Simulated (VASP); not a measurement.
# Sc12C (a cell with a defect): relaxation of the atoms with PBEsol

Sc12C (a cell with a defect):

```
Sc C
1.0
     6.62000    0.00000    0.00000
    -4.96500    8.59963    0.00000
     0.00000    0.00000    5.27614
Sc C
12 1
Cartesian
  0.0000 0.0000 0.0000
  0.0000 1.9110 2.6381
  -1.6550 2.8665 0.0000
  -1.6550 4.7776 2.6381
  -3.3100 5.7331 0.0000
  -3.3100 7.6441 2.6381
  3.3100 0.0000 0.0000
  3.3100 1.9110 2.6381
  1.6550 2.8665 0.0000
  1.6550 4.7776 2.6381
  0.0000 5.7331 0.0000
  0.0000 7.6441 2.6381
  0.0275 3.8945 6.6566
```

```json
{
 "Program": "VASP 6.6.1",
 "Task": "relaxation of the atoms",
 "Functional": "PBEsol",
 "Potentials or basis": "VASP PAW PBE potentials, release 64 (Sc_sv, C)",
 "Cutoff": "520 eV",
 "k mesh": "3 × 2 × 3",
 "Occupations": "gaussian, width 0.1 eV",
 "Spin": "no spin polarisation",
 "Dipole correction": "no",
 "Further INCAR settings": "ALGO = Normal; EDIFF = 1e-06; IBRION = 2; EDIFFG = -0.03; NSW = 80"
}
```

```yaml
Energy_gained_by_relaxing: 17.3 meV/atom
Ionic_steps: 10
Pressure_after_relaxing: -1.6 GPa
Largest_force_after_relaxing: 0.029 eV/Å
Band_gap_on_the_k_mesh: zero (bands 68 and 69 overlap by 0.34 eV)
```

Forces on the atoms (eV/Å):
```
Sc   0.000  0.004  0.002
Sc  -0.003  0.000  0.002
Sc   0.006 -0.010  0.016
Sc  -0.024  0.002 -0.009
Sc  -0.006 -0.009 -0.027
Sc  -0.003 -0.001  0.002
Sc   0.004  0.009  0.015
Sc   0.005  0.007  0.006
Sc   0.002  0.000  0.015
Sc   0.018  0.016 -0.001
Sc  -0.001  0.005 -0.011
Sc   0.003 -0.011  0.004
C   -0.001 -0.011 -0.013
```

Stress tensor (GPa, compression positive):
```
-1.61 -0.06  0.04
-0.06 -1.56 -0.01
 0.04 -0.01 -1.62
```

The path:
| step | energy change (eV) | largest force (eV/Å) | pressure (GPa) |
| --- | --- | --- | --- |
| 1 | 0.0000 | 0.8041 | -2.57 |
| 2 | -0.1384 | 0.4988 | -2.21 |
| 3 | -0.2074 | 0.2668 | -1.57 |
| 4 | -0.2162 | 0.1215 | -1.58 |
| 5 | -0.2203 | 0.0910 | -1.59 |
| 6 | -0.2230 | 0.0523 | -1.61 |
| 7 | -0.2240 | 0.0413 | -1.64 |
| 8 | -0.2241 | 0.0525 | -1.64 |
| 9 | -0.2251 | 0.0315 | -1.62 |
| 10 | -0.2255 | 0.0290 | -1.60 |

Final structure:
```
Sc C
1.0
     6.62000    0.00000    0.00000
    -4.96500    8.59963    0.00000
     0.00000    0.00000    5.27614
Sc C
12 1
Cartesian
  1.6697 8.5690 5.2693
  0.0121 1.9759 2.5966
  -1.6080 2.8985 0.0651
  -1.6158 4.7441 2.5818
  -3.3024 5.7846 5.2522
  -3.2943 7.6681 2.6149
  -1.6677 8.5841 0.0241
  3.3068 1.8701 2.6753
  1.6228 2.9115 0.0689
  1.6101 4.7556 2.5845
  -0.0063 5.6795 0.0538
  -0.0113 7.6886 2.6482
  0.0018 3.8289 1.3266
```

Levels at points of the mesh, in eV from the Fermi level:
```csv
k point,band 63,band 64,band 65,band 66,band 67,band 68,band 69,band 70,band 71,band 72
"(0.00, 0.00, 0.00)",-0.49,-0.46,-0.46,-0.38,-0.28,-0.25,-0.25,-0.16,-0.03,0.07
"(0.00, 0.50, 0.00)",-0.57,-0.49,-0.46,-0.30,-0.25,-0.24,-0.21,-0.06,-0.05,0.01
```

Wall time 24 min on 1 thread of Intel(R) Xeon(R) 6975P-C (Granite Rapids) (shared host), peak memory 0.51 GiB.

Caveat: the k points lie up to 0.40 Å⁻¹ apart; the PAW data sets were made with another functional, which shifts forces and pressure a little.
